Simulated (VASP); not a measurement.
# Sn (I4_1/amd) in VASP: further runs

Aim: see how the results for Sn move with the level of theory and the settings. Levels: revPBE+D3(BJ), PBE+D3(BJ), PBE. Tasks: single point.

Program: VASP 6.6.1. These are calculated values, not measurements. Logs are shortened: lines on timing, memory, paths and dates and some standing lists are left out, and cuts for length are marked.

### 1 The cell of the first run

Symmetry: I4_1/amd, No. 141, tetragonal system. The conventional cell has a = 5.833 Å, b = 5.833 Å, c = 3.151 Å, α = 90.00°, β = 90.00°, γ = 90.00°. Sn (site symmetry -4m2) has 10 Sn at 3.02 to 3.75 Å within 4.0 Å.

### 2 Single point, revPBE+D3(BJ)

INCAR

```
  PREC = Accurate
  ENCUT = 520
  EDIFF = 1E-6
  ISMEAR = -1
  SIGMA = 0.05
  LREAL = False
  LASPH = True
  NELM = 80
  ALGO = Normal
  ISIF = 2
  LWAVE = False
  LCHARG = False
  GGA = RE
  IVDW = 12
  NBANDS = 21
```

KPOINTS

```
regular mesh
0
Gamma
  9 9 9
```

POSCAR

```
Sn
1.0
   -2.9164033413      2.9164033413      1.5754938065
    2.9164033413     -2.9164033413      1.5754938065
    2.9164033413      2.9164033413     -1.5754938065
Sn
2
Direct
    0.0000000000      0.0000000000      0.0000000000
    0.7500000000      0.2500000000      0.5000000000
```

Potentials or basis: VASP PAW PBE potentials, release 64 (Sn_d).

The run is started by

```sh
cat potpaw_PBE.64/Sn_d/POTCAR > POTCAR
mpirun -np 1 vasp_std > vasp.out
```

OUTCAR:

```text
PREC = Accurate
   ENCUT = 520
   EDIFF = 1E-6
   ISMEAR = -1
   LREAL = False
   LASPH = True
   NELM = 80
   ISIF = 2
   GGA = RE
   IVDW = 12
 IVDW          = 12

 ion  position               nearest neighbor table
   1  0.000  0.000  0.000-   2 3.02   2 3.02   2 3.02   2 3.02   2 3.75   2 3.75   2 3.75   2 3.75

   2  0.750  0.250  0.500-   1 3.02   1 3.02   1 3.02   1 3.02   1 3.75   1 3.75   1 3.75   1 3.75

  LATTYP: Found a body centered tetragonal cell.
 ALAT       =     5.8328066826
 C/A-ratio  =     0.5402180776

  Lattice vectors:

 A1 = (  -2.9164033413,   2.9164033413,   1.5754938065)
 A2 = (   2.9164033413,  -2.9164033413,   1.5754938065)
 A3 = (   2.9164033413,   2.9164033413,  -1.5754938065)

Analysis of symmetry for initial positions (statically):
=====================================================================
 Subroutine PRICEL returns:
 Original cell was already a primitive cell.

 Routine SETGRP: Setting up the symmetry group for a
 body centered tetragonal supercell.

 Subroutine GETGRP returns: Found 16 space group operations
 (whereof  8 operations were pure point group operations)
 out of a pool of 16 trial point group operations.

The static configuration has the point symmetry D_2d.
 The point group associated with its full space group is D_4h.

Analysis of symmetry for dynamics (positions and initial velocities):
=====================================================================
 Subroutine PRICEL returns:
 Original cell was already a primitive cell.

 Routine SETGRP: Setting up the symmetry group for a
 body centered tetragonal supercell.

 Subroutine GETGRP returns: Found 16 space group operations
 (whereof  8 operations were pure point group operations)
 out of a pool of 16 trial point group operations.

The dynamic configuration has the point symmetry D_2d.
 The point group associated with its full space group is D_4h.

 Subroutine INISYM returns: Found 16 space group operations
 (whereof  8 operations are pure point group operations),
 and found     1 'primitive' translations

----------------------------------------------------------------------------------------

                                     Primitive cell

  volume of cell :      53.6009

  direct lattice vectors                    reciprocal lattice vectors
    -2.916403341  2.916403341  1.575493806     0.000000000  0.171444050  0.317360816
     2.916403341 -2.916403341  1.575493806     0.171444050  0.000000000  0.317360816
     2.916403341  2.916403341 -1.575493806     0.171444050  0.171444050  0.000000000

  length of vectors
     4.415087500  4.415087500  4.415087500     0.360708954  0.360708954  0.242458501
[... 81 lines left out ...]
   EDIFF  = 0.1E-05   stopping-criterion for ELM
   LREAL  =      F    real-space projection
   EDIFFG = 0.1E-04   stopping-criterion for IOM
   NSW    =      0    number of steps for IOM
   IBRION =     -1    ionic relax: 0-MD 1-quasi-New 2-CG
   NFREE  =      0    steps in history (QN), initial steepest desc. (CG)
   ISIF   =      2    stress and relaxation
   ISYM   =      2    0-nonsym 1-usesym 2-fastsym
   POTIM  = 0.5000    time-step for ionic-motion
   TEBEG  =    0.0;   TEEND  =   0.0 temperature during run
   PSTRESS=    0.0 pullay stress
   NELECT =      28.0000    total number of electrons
   NUPDOWN=      -1.0000    fix difference up-down
   EMIN   =  10.00;   EMAX   =-10.00  energy-range for DOS
   EFERMI =   0.00;   METHOD = LEGACY
   ISMEAR =    -1;   SIGMA  =   0.05  broadening in eV -4-tet -1-fermi 0-gaus
   EFERMI_NEDOS =   21; number of points for ismear=-14 and -15
   IALGO  =     38    algorithm
   IMIX   =      4    mixing-type and parameters
     AMIX     =   0.40;   BMIX     =  1.00
     AMIX_MAG =   1.60;   BMIX_MAG =  1.00
  volume/ion in A,a.u.               =      26.80       180.86
  Fermi-wavevector in a.u.,A,eV,Ry     =   1.318470  2.491547 23.651863  1.738363
  Thomas-Fermi vector in A             =   2.448437
   LORBIT       =      0    0 simple, 1 ext, 2 COOP (PROOUT), +10 PAW based schemes
   GGA     = RE    functional components
   LHFCALC =     F    Hartree Fock is set to
   AEXX    =    0.0000 exact exchange contribution
   IVDW    =    12    specifies the selected vdW correction
   LEPSILON=     F    determine dielectric tensor
   LRPA    =     F    only Hartree local field effects (RPA)
 non-spin polarized calculation
  energy-cutoff  :      520.00
  volume of cell :       53.60
 maximum number of plane-waves:      1455
 NGX is ok and might be reduce to    36
   NGX = 17   NGY = 17   NGZ = 17

 number of electron      28.0000003 magnetization

 Free energy of the ion-electron system (eV)
  ---------------------------------------------------
  ext. energy  EPLUGINS =         0.00000000
  ---------------------------------------------------
  free energy    TOTEN  =        -6.93336071 eV

  energy without entropy =       -6.92541595  energy(sigma->0) =       -6.92938833

 E-fermi :   8.2423     XC(G=0): -10.3058

 val. band max:        8.2382732484   @ k =  -0.4444   0.4444   0.0000
 cond. band min:       8.2598825751   @ k =   0.4444   0.4444  -0.0000
 fundamental gap:      0.0216093267
 Fermi energy:         8.2422503815

 k-point     1 :       0.0000    0.0000    0.0000
  band No.  band energies     occupation
      1     -13.5056      2.00000
      2     -13.4305      2.00000
      3     -13.3785      2.00000
      4     -13.3752      2.00000
      5     -13.2106      2.00000
      6     -13.2105      2.00000
[... 565 lines left out ...]
     20      19.0441      0.00000
     21      19.6952      0.00000

 [... further k-points ...]

------------------------ aborting loop because EDIFF is reached ----------------------------------------

 Edisp (eV)   -1.45757

 E8    (eV) :    -1.0656

  FORCE on cell =-STRESS in cart. coord.  units (eV):
  Direction    XX          YY          ZZ          XY          YZ          ZX
  --------------------------------------------------------------------------------------
  -------------------------------------------------------------------------------------
  Total      -0.02123    -0.02123    -0.03065     0.00000     0.00000     0.00000
  in kB      -0.63449    -0.63449    -0.91620     0.00000     0.00000     0.00000
  external pressure =       -0.73 kB  Pullay stress =        0.00 kB

 VOLUME and BASIS-vectors are now :
 -----------------------------------------------------------------------------
  energy-cutoff  :      520.00
  volume of cell :       53.60
      direct lattice vectors                 reciprocal lattice vectors
    -2.916403341  2.916403341  1.575493806     0.000000000  0.171444050  0.317360816
     2.916403341 -2.916403341  1.575493806     0.171444050  0.000000000  0.317360816
     2.916403341  2.916403341 -1.575493806     0.171444050  0.171444050  0.000000000

 POSITION                                       TOTAL-FORCE (eV/Angst)
 -----------------------------------------------------------------------------------
      0.00000      0.00000      0.00000        -0.000000      0.000000     -0.000000
      0.00000      2.91640      0.78775         0.000000     -0.000000      0.000000
 -----------------------------------------------------------------------------------
    total drift:                               -0.000000      0.000000     -0.000000

  FREE ENERGIE OF THE ION-ELECTRON SYSTEM (eV)
  ---------------------------------------------------
  free  energy   TOTEN  =        -8.3909257168 eV

  energy  without entropy=       -8.3829809612  energy(sigma->0) =       -8.38695334
```

It took 83 s on 1 thread of Intel Xeon Platinum 8488C (Sapphire Rapids), shared host; peak memory 0.23 GiB.

Results:

| Item | Value |
| --- | --- |
| Free energy | -8.3909 eV |
| Pressure | -0.1 GPa |
| Band gap on the k mesh | zero (bands 14 and 15 overlap by 4.07 eV) |
| Dispersion energy per atom | -0.729 eV |

Levels at points of the mesh, in eV from the Fermi level:
```tsv
k point	band 11	band 12	band 13	band 14	band 15	band 16	band 17	band 18
(0.00, 0.00, 0.00)	-11.25	-3.67	-2.07	-2.07	2.87	6.21	6.21	7.06
```

Caveat: the PAW data sets were made with another functional, which shifts forces and pressure a little; spin-orbit coupling is left out, which moves the levels of the heavy elements.

### 3 Single point, PBE+D3(BJ)

This run uses another cell than the first one, of 27.22 Å³/atom.

INCAR

```
PREC = Accurate
ENCUT = 520
EDIFF = 1E-6
ISMEAR = -1
SIGMA = 0.05
LREAL = F
LASPH = T
NELM = 100
ALGO = Normal
ISIF = 2
LWAVE = F
LCHARG = F
GGA = PE
IVDW = 12
NBANDS = 21
```

KPOINTS

```
Automatic mesh
0
Gamma
  9 9 9
```

POSCAR

```
Sn
1.0
   -2.9297499480      2.9297499480      1.5853933268
    2.9297499480     -2.9297499480      1.5853933268
    2.9297499480      2.9297499480     -1.5853933268
Sn
2
Direct
    0.0000000000      0.0000000000      0.0000000000
    0.7500000000      0.2500000000      0.5000000000
```

Potentials or basis: VASP PAW PBE potentials, release 64 (Sn_d).

The run is started by

```sh
cat potpaw_PBE.64/Sn_d/POTCAR > POTCAR
mpirun -np 1 vasp_std > vasp.out
```

Run time: 69 s. Hardware: 1 thread of Intel Xeon Platinum 8488C (Sapphire Rapids), shared host; peak memory 0.24 GiB.

The run converged. Its results:

```
Free energy                : -8.3685 eV
Pressure                   : 0.0 GPa
Band gap on the k mesh     : zero (bands 14 and 15 overlap by 4.01 eV)
Dispersion energy per atom : -0.388 eV
```

Levels at points of the mesh, in eV from the Fermi level:
```tsv
k point	band 10	band 11	band 12	band 13	band 14	band 15	band 16	band 17	band 18	band 19
(0.00, 0.00, 0.00)	-21.18	-11.13	-3.73	-2.01	-2.01	2.94	6.14	6.14	6.91	7.02
```

Caveat: spin-orbit coupling is left out, which moves the levels of the heavy elements.

[end of part 1 of 2]
